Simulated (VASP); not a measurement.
Write the native input for VASP 6.6.1 that does the following.

```
Task                   : single point
Functional             : LDA
Potentials or basis    : VASP PAW LDA potentials, release 64 (Zn, S)
Cutoff                 : 520 eV
k mesh                 : 6 × 6 × 4
Occupations            : gaussian, width 0.01 eV
Spin                   : no spin polarisation
Dipole correction      : no
Further INCAR settings : ALGO = Normal; EDIFF = 1e-07; NBANDS = 26
```

The structure of ZnS lies in POSCAR:

```
ZnS
1.0
    3.7104427848      0.0000000000      0.0000000000
   -1.8552213924      3.2133377109      0.0000000000
    0.0000000000      0.0000000000      6.0998691511
Zn S
2 2
Direct
    0.3333333333      0.6666666667      0.0056985363
    0.6666666667      0.3333333333      0.5056985363
    0.3333333333      0.6666666667      0.3793014637
    0.6666666667      0.3333333333      0.8793014637
```

One way to write it, as run:

INCAR

```
SYSTEM = ZnS
PREC = Accurate
ENCUT = 520
EDIFF = 1E-7
ISMEAR = 0
SIGMA = 0.01
LREAL = .FALSE.
LASPH = .TRUE.
NELM = 80
ALGO = Normal
ISIF = 2
LWAVE = .FALSE.
LCHARG = .TRUE.
GGA = CA
LELF = .TRUE.
LVHAR = .TRUE.
NBANDS = 26
```

KPOINTS

```
Automatic mesh
0
G
  6 6 4
  0 0 0
```

Potentials or basis: VASP PAW LDA potentials, release 64 (Zn, S).

Launch:

```sh
$ cat potpaw_LDA.64/Zn/POTCAR potpaw_LDA.64/S/POTCAR > POTCAR
$ mpirun -np 1 vasp_std > vasp.out
```

Results of the run:

- Pressure: 2.3 GPa
- Band gap on the k mesh: 2.33 eV, direct

Run time: 48 s on 1 thread of Intel(R) Xeon(R) Platinum 8488C (Sapphire Rapids) (shared host), peak memory 0.17 GiB.
